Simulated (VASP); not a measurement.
Runs of VASP 6.6.1 on Mg2Sn. The structure is that of space group Fm-3m (No. 225), or close to it. The cells are those of the table. 

```csv
cell,pressure (GPa)
"a = 4.536 Å, angles 60.0°, 3 atoms",(a)
"a = 4.748 Å, angles 60.0°, 3 atoms",0.8
"a = 4.719 Å, angles 60.0°, 3 atoms",1.8
"a = 4.595 Å, angles 60.0°, 3 atoms",(b)
"a = 4.664 Å, angles 60.0°, 3 atoms",3.8
"a = 4.455 Å, angles 60.0°, 3 atoms",14.8
```

Alike in all rows: task single point; level r2SCAN; potentials or basis VASP PAW PBE potentials, release 64 (Mg, Sn_d); no spin polarisation; k mesh 12 × 12 × 12; cutoff (eV) 660; smearing gaussian 0.01 eV.

**Question.** Estimate the missing entries.

**Answer.** (a) 9.8; (b) 6.8.

Caveats: the PAW data sets were made with another functional, which shifts forces and pressure a little; the cell stands under pressure (at least some runs).
